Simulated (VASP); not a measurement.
# TiAl (Pm-3m) in VASP: settings compared

The runs below take TiAl through single point, with LDA, r2SCAN.

All numbers are computed with VASP 6.6.1; they aren't measurements. Logs are shortened: lines on timing, memory, paths and dates and some standing lists are left out, and cuts for length are marked.

**1. The cell of the first run**

Symmetry: Pm-3m, No. 221, cubic system. Conventional cell: a = 3.179 Å, b = 3.179 Å, c = 3.179 Å, α = 90.00°, β = 90.00°, γ = 90.00°. Within 3.6 Å of Ti (site symmetry m-3m) lie 8 Al at 2.75 Å and 6 Ti at 3.18 Å. Al (site symmetry m-3m) has 8 Ti at 2.75 Å and 6 Al at 3.18 Å within 3.6 Å.

**2. Single point, LDA**

INCAR

```
ALGO = Fast ; EDIFF = 1E-6
ENCUT = 520 ; GGA = CA
ISIF = 2 ; ISMEAR = -1
LASPH = True ; LCHARG = False
LREAL = False ; LWAVE = False
NBANDS = 14 ; NELM = 80
PREC = Accurate ; SIGMA = 0.05
```

KPOINTS

```
k-points
0
Gamma
  5 5 5
```

POSCAR

```
TiAl
1.0
    3.1790640000      0.0000000000      0.0000000000
    0.0000000000      3.1790640000      0.0000000000
    0.0000000000      0.0000000000      3.1790640000
Ti Al
1 1
Direct
    0.0000000000      0.0000000000      0.0000000000
    0.5000000000      0.5000000000      0.5000000000
```

Potentials or basis: VASP PAW LDA potentials, release 64 (Ti_sv, Al).

Launch:

```
$ cat potpaw_LDA.64/Ti_sv/POTCAR potpaw_LDA.64/Al/POTCAR > POTCAR
$ mpirun -np 1 vasp_std > vasp.out
```

OUTCAR:

```text
EDIFF = 1E-6
   ENCUT = 520
   GGA = CA
   ISIF = 2
   ISMEAR = -1
   LASPH = True
   LREAL = False
   NELM = 80
   PREC = Accurate

 ion  position               nearest neighbor table
   1  0.000  0.000  0.000-   2 2.75   2 2.75   2 2.75   2 2.75   2 2.75   2 2.75   2 2.75   2 2.75

   2  0.500  0.500  0.500-   1 2.75   1 2.75   1 2.75   1 2.75   1 2.75   1 2.75   1 2.75   1 2.75

  LATTYP: Found a simple cubic cell.
 ALAT       =     3.1790640000

  Lattice vectors:

 A1 = (   3.1790640000,   0.0000000000,   0.0000000000)
 A2 = (   0.0000000000,   3.1790640000,   0.0000000000)
 A3 = (   0.0000000000,   0.0000000000,   3.1790640000)

Analysis of symmetry for initial positions (statically):
=====================================================================
 Subroutine PRICEL returns:
 Original cell was already a primitive cell.

 Routine SETGRP: Setting up the symmetry group for a
 simple cubic supercell.

 Subroutine GETGRP returns: Found 48 space group operations
 (whereof 48 operations were pure point group operations)
 out of a pool of 48 trial point group operations.

The static configuration has the point symmetry O_h .

Analysis of symmetry for dynamics (positions and initial velocities):
=====================================================================
 Subroutine PRICEL returns:
 Original cell was already a primitive cell.

 Routine SETGRP: Setting up the symmetry group for a
 simple cubic supercell.

 Subroutine GETGRP returns: Found 48 space group operations
 (whereof 48 operations were pure point group operations)
 out of a pool of 48 trial point group operations.

The dynamic configuration has the point symmetry O_h .

 Subroutine INISYM returns: Found 48 space group operations
 (whereof 48 operations are pure point group operations),
 and found     1 'primitive' translations

----------------------------------------------------------------------------------------

                                     Primitive cell

  volume of cell :      32.1290

  direct lattice vectors                    reciprocal lattice vectors
     3.179064000  0.000000000  0.000000000     0.314557996  0.000000000  0.000000000
     0.000000000  3.179064000  0.000000000     0.000000000  0.314557996  0.000000000
     0.000000000  0.000000000  3.179064000     0.000000000  0.000000000  0.314557996

  length of vectors
     3.179064000  3.179064000  3.179064000     0.314557996  0.314557996  0.314557996

  position of ions in fractional coordinates (direct lattice)
     0.000000000  0.000000000  0.000000000
     0.500000000  0.500000000  0.500000000

  ion indices of the primitive-cell ions
   primitive index   ion index
                 1           1
                 2           2

----------------------------------------------------------------------------------------

 KPOINTS: k-points

Automatic generation of k-mesh.
 Grid dimensions read from file:
 generate k-points for:    5    5    5

 Generating k-lattice:

  Cartesian coordinates                     Fractional coordinates (reciprocal lattice)
     0.062911599  0.000000000  0.000000000     0.200000000  0.000000000  0.000000000
     0.000000000  0.062911599  0.000000000     0.000000000  0.200000000  0.000000000
     0.000000000  0.000000000  0.062911599     0.000000000  0.000000000  0.200000000

  Length of vectors
     0.062911599  0.062911599  0.062911599

  Shift w.r.t. Gamma in fractional coordinates (k-lattice)
     0.000000000  0.000000000  0.000000000

 Subroutine IBZKPT returns following result:
 ===========================================

 Found     10 irreducible k-points:

 Following reciprocal coordinates:
            Coordinates               Weight
  0.000000  0.000000  0.000000      1.000000
  0.200000  0.000000  0.000000      6.000000
  0.400000  0.000000  0.000000      6.000000
  0.200000  0.200000  0.000000     12.000000
  0.400000  0.200000  0.000000     24.000000
  0.400000  0.400000  0.000000     12.000000
  0.200000  0.200000  0.200000      8.000000
  0.400000  0.200000  0.200000     24.000000
  0.400000  0.400000  0.200000     24.000000
  0.400000  0.400000  0.400000      8.000000
   k-points           NKPTS =     10   k-points in BZ     NKDIM =     10   number of bands    NBANDS=     14
   number of dos      NEDOS =    301   number of ions     NIONS =      2
   total plane-waves  NPLWV =  13824
   dimension x,y,z NGX =    24 NGY =   24 NGZ =   24
   dimension x,y,z NGXF=    48 NGYF=   48 NGZF=   48
   ions per type =               1   1
   NGX,Y,Z   is equivalent  to a cutoff of  12.55, 12.55, 12.55 a.u.
   NGXF,Y,Z  is equivalent  to a cutoff of  25.10, 25.10, 25.10 a.u.
 SYSTEM =  unknown system
   PREC   = accura    normal or accurate (medium, high low for compatibility)
   ISTART =      0    job   : 0-new  1-cont  2-samecut
   ICHARG =      2    charge: 1-file 2-atom 10-const
   ISPIN  =      1    spin polarized calculation?
   LNONCOLLINEAR =      F non collinear calculations
   LSORBIT =      F    spin-orbit coupling
   LASPH  =      T    aspherical Exc in radial PAW
   ENCUT  =  520.0 eV  38.22 Ry    6.18 a.u.   5.91  5.91  5.91*2*pi/ulx,y,z
   NELM   =     80;   NELMIN=  2; NELMDL= -5     # of ELM steps
   EDIFF  = 0.1E-05   stopping-criterion for ELM
   LREAL  =      F    real-space projection
   EDIFFG = 0.1E-04   stopping-criterion for IOM
   NSW    =      0    number of steps for IOM
   IBRION =     -1    ionic relax: 0-MD 1-quasi-New 2-CG
   NFREE  =      0    steps in history (QN), initial steepest desc. (CG)
   ISIF   =      2    stress and relaxation
   ISYM   =      2    0-nonsym 1-usesym 2-fastsym
   POTIM  = 0.5000    time-step for ionic-motion
   TEBEG  =    0.0;   TEEND  =   0.0 temperature during run
   PSTRESS=    0.0 pullay stress
   NELECT =      15.0000    total number of electrons
   NUPDOWN=      -1.0000    fix difference up-down
   EMIN   =  10.00;   EMAX   =-10.00  energy-range for DOS
   EFERMI =   0.00;   METHOD = LEGACY
   ISMEAR =    -1;   SIGMA  =   0.05  broadening in eV -4-tet -1-fermi 0-gaus
   EFERMI_NEDOS =   21; number of points for ismear=-14 and -15
   IALGO  =     68    algorithm
   IMIX   =      4    mixing-type and parameters
     AMIX     =   0.40;   BMIX     =  1.00
     AMIX_MAG =   1.60;   BMIX_MAG =  1.00
  volume/ion in A,a.u.               =      16.06       108.41
  Fermi-wavevector in a.u.,A,eV,Ry     =   1.270007  2.399964 21.945065  1.612917
  Thomas-Fermi vector in A             =   2.403017
   LORBIT       =      0    0 simple, 1 ext, 2 COOP (PROOUT), +10 PAW based schemes
   GGA     = CA    functional components
   LHFCALC =     F    Hartree Fock is set to
   AEXX    =    0.0000 exact exchange contribution
   IVDW    =     0    specifies the selected vdW correction
   LEPSILON=     F    determine dielectric tensor
   LRPA    =     F    only Hartree local field effects (RPA)
 non-spin polarized calculation
 RMM-DIIS sequential band-by-band and
  energy-cutoff  :      520.00
  volume of cell :       32.13
 maximum number of plane-waves:       883
 NGX is ok and might be reduce to    24
   NGX = 11   NGY = 11   NGZ = 11

 number of electron      14.9999994 magnetization

 Free energy of the ion-electron system (eV)
  ---------------------------------------------------
  ext. energy  EPLUGINS =         0.00000000
  ---------------------------------------------------
  free energy    TOTEN  =       -13.27957558 eV

  energy without entropy =      -13.25773013  energy(sigma->0) =      -13.26865285

 E-fermi :   8.4416     XC(G=0): -11.3167

 val. band max:        8.3496281356   @ k =   0.4000   0.2000   0.0000
 cond. band min:       8.4973589203   @ k =   0.2000   0.2000   0.2000
 fundamental gap:      0.1477307848
 Fermi energy:         8.4416334709

 k-point     1 :       0.0000    0.0000    0.0000
  band No.  band energies     occupation
      1     -47.7118      2.00000
      2     -24.2938      2.00000
      3     -24.2938      2.00000
      4     -24.2938      2.00000
      5      -0.6719      2.00000
      6       7.0903      2.00000
      7       7.0903      2.00000
      8      10.2421      0.00000
      9      10.2421      0.00000
     10      10.2421      0.00000
     11      12.9414      0.00000
     12      12.9414      0.00000
     13      12.9414      0.00000
     14      17.4185      0.00000

 k-point     2 :       0.2000    0.0000    0.0000
  band No.  band energies     occupation
      1     -47.7064      2.00000
      2     -24.3554      2.00000
      3     -24.2884      2.00000
      4     -24.2884      2.00000
      5      -0.0441      2.00000
      6       6.5998      2.00000
      7       7.3537      2.00000
      8       9.4865      0.00000
      9       9.4865      0.00000
     10      10.3107      0.00000
     11      11.4671      0.00000
     12      14.1755      0.00000
     13      14.1755      0.00000
     14      16.6554      0.00000

 k-point     3 :       0.4000    0.0000    0.0000
  band No.  band energies     occupation
      1     -47.6975      2.00000
      2     -24.4537      2.00000
      3     -24.2797      2.00000
      4     -24.2797      2.00000
      5       1.6918      2.00000
      6       4.3879      2.00000
      7       7.8584      1.99998
      8       8.7169      0.00810
      9       8.7169      0.00810
     10      10.4251      0.00000
     11      11.3612      0.00000
     12      15.3778      0.00000
     13      16.5148      0.00000
     14      16.5148      0.00000

 k-point     4 :       0.2000    0.2000    0.0000
  band No.  band energies     occupation
      1     -47.7010      2.00000
      2     -24.3513      2.00000
      3     -24.3463      2.00000
      4     -24.2831      2.00000
      5       0.5482      2.00000
      6       6.8798      2.00000
      7       6.9572      2.00000
      8       8.7871      0.00200
      9       9.4448      0.00000
     10       9.8526      0.00000
     11      11.9092      0.00000
     12      12.7613      0.00000
     13      15.1660      0.00000
     14      17.0150      0.00000

 k-point     5 :       0.4000    0.2000    0.0000
  band No.  band energies     occupation
      1     -47.6923      2.00000
      2     -24.4453      2.00000
      3     -24.3381      2.00000
      4     -24.2743      2.00000
      5       2.1427      2.00000
      6       4.8434      2.00000
      7       7.6038      2.00000
      8       8.3496      1.72592
      9       8.8831      0.00029
     10       9.8975      0.00000
     11      11.4008      0.00000
     12      13.9788      0.00000
     13      15.8868      0.00000
     14      17.0081      0.00000

 k-point     6 :       0.4000    0.4000    0.0000
  band No.  band energies     occupation
      1     -47.6838      2.00000
      2     -24.4326      2.00000
      3     -24.4307      2.00000
      4     -24.2657      2.00000
      5       3.1367      2.00000
      6       5.7793      2.00000
      7       6.5626      2.00000
      8       7.9942      1.99974
      9       9.1495      0.00000
     10       9.2590      0.00000
     11      11.2700      0.00000
     12      13.1253      0.00000
     13      14.0017      0.00000
     14      17.0165      0.00000

 k-point     7 :       0.2000    0.2000    0.2000
  band No.  band energies     occupation
      1     -47.6957      2.00000
      2     -24.3468      2.00000
      3     -24.3402      2.00000
      4     -24.3402      2.00000
      5       1.1058      2.00000
      6       7.0073      2.00000
      7       7.0073      2.00000
      8       8.4974      0.49406
      9       9.1380      0.00000
     10       9.1380      0.00000
     11      12.9136      0.00000
     12      12.9136      0.00000
     13      13.3539      0.00000
     14      19.4025      0.00000

 k-point     8 :       0.4000    0.2000    0.2000
  band No.  band energies     occupation
      1     -47.6871      2.00000
      2     -24.4373      2.00000
      3     -24.3337      2.00000
      4     -24.3303      2.00000
      5       2.5718      2.00000
      6       5.2738      2.00000
      7       7.1708      2.00000
      8       8.5207      0.34132
      9       8.9805      0.00004
     10       9.3797      0.00000
     11      11.6484      0.00000
     12      13.9631      0.00000
     13      14.4878      0.00000
     14      16.8387      0.00000

 k-point     9 :       0.4000    0.4000    0.2000
  band No.  band energies     occupation
      1     -47.6786      2.00000
      2     -24.4251      2.00000
      3     -24.4235      2.00000
      4     -24.3220      2.00000
      5       3.5557      2.00000
      6       5.9626      2.00000
      7       6.1963      2.00000
      8       8.2304      1.97115
      9       9.4632      0.00000
     10       9.6186      0.00000
     11      11.6016      0.00000
     12      12.4368      0.00000
     13      13.8466      0.00000
     14      15.3200      0.00000

 k-point    10 :       0.4000    0.4000    0.4000
  band No.  band energies     occupation
      1     -47.6702      2.00000
      2     -24.4136      2.00000
      3     -24.4117      2.00000
      4     -24.4117      2.00000
      5       4.5429      2.00000
      6       5.7231      2.00000
      7       5.7231      2.00000
      8       9.8382      0.00000
      9      10.0495      0.00000
     10      10.0495      0.00000
     11      10.4670      0.00000
     12      12.5913      0.00000
     13      12.5913      0.00000
     14      15.6005      0.00000

------------------------ aborting loop because EDIFF is reached ----------------------------------------

  FORCE on cell =-STRESS in cart. coord.  units (eV):
  Direction    XX          YY          ZZ          XY          YZ          ZX
  --------------------------------------------------------------------------------------
  -------------------------------------------------------------------------------------
  Total       -1.1234271     -1.1234271     -1.1234271     -0.0000000     -0.0000000      0.0000000
  in kB      -56.0218771    -56.0218771    -56.0218771     -0.0000000     -0.0000000      0.0000000
  external PRESSURE =     -56.0218771 kB  Pullay stress =       0.0000000 kB

 VOLUME and BASIS-vectors are now :
 -----------------------------------------------------------------------------
  energy-cutoff  :      520.00
  volume of cell :       32.13
      direct lattice vectors                 reciprocal lattice vectors
     3.179064000  0.000000000  0.000000000     0.314557996  0.000000000  0.000000000
     0.000000000  3.179064000  0.000000000     0.000000000  0.314557996  0.000000000
     0.000000000  0.000000000  3.179064000     0.000000000  0.000000000  0.314557996

 POSITION                                       TOTAL-FORCE (eV/Angst)
 -----------------------------------------------------------------------------------
      0.00000      0.00000      0.00000         0.000000      0.000000      0.000000
      1.58953      1.58953      1.58953         0.000000      0.000000      0.000000
 -----------------------------------------------------------------------------------
    total drift:                                0.000000      0.000000      0.000000

  FREE ENERGIE OF THE ION-ELECTRON SYSTEM (eV)
  ---------------------------------------------------
  free  energy   TOTEN  =       -13.2795755805 eV

  energy  without entropy=      -13.2577301267  energy(sigma->0) =      -13.26865285
```

Wall time 7.5 s (1 thread of AMD EPYC 7R13, shared host); peak memory 0.09 GiB.

Results:

* Free energy: -13.2796 eV
* Pressure: -5.6 GPa

Caveat: the k points lie up to 0.40 Å⁻¹ apart.

**3. Single point, r2SCAN**

POSCAR is that of step 2.

INCAR.step1

```
SYSTEM = TiAl
PREC = Accurate ; ENCUT = 520
ISMEAR = -1 ; SIGMA = 0.05
LREAL = .False. ; LASPH = .True.
NELM = 100 ; NBANDS = 14
GGA = PE ; ALGO = Normal
EDIFF = 1E-4 ; LWAVE = .True.
LCHARG = .False.
```

INCAR.step2

```
SYSTEM = TiAl
PREC = Accurate ; ENCUT = 520
EDIFF = 1E-6 ; ISMEAR = -1
SIGMA = 0.05 ; LREAL = .False.
LASPH = .True. ; NELM = 100
ALGO = Normal ; ISIF = 2
LWAVE = .False. ; LCHARG = .False.
METAGGA = R2SCAN ; LMIXTAU = .True.
NBANDS = 14 ; ISTART = 1
```

KPOINTS

```
regular mesh
0
Gamma
  5 5 5
  0 0 0
```

Potentials or basis: VASP PAW PBE potentials, release 64 (Ti_sv, Al).

Launch:

```
$ cat potpaw_PBE.64/Ti_sv/POTCAR potpaw_PBE.64/Al/POTCAR > POTCAR
$ cp INCAR.step1 INCAR
$ mpirun -np 1 vasp_std > vasp.out
$ cp INCAR.step2 INCAR
$ mpirun -np 1 vasp_std > vasp.out
```

It took 26 s on 1 thread of AMD EPYC 7R13, shared host; peak memory 0.11 GiB.

The run converged. Its results:

```yaml
Free_energy: -20.3192 eV
Pressure: -0.7 GPa
```

Levels at points of the mesh, in eV from the Fermi level:
```
           k point  band 4  band 5  band 6  band 7  band 8  band 9  band 10  band 11
(0.00, 0.00, 0.00)  -34.36   -9.76   -1.52   -1.52    2.12    2.12     2.12     4.72
```

Caveat: the k points lie up to 0.40 Å⁻¹ apart; the PAW data sets were made with another functional, which shifts forces and pressure a little.
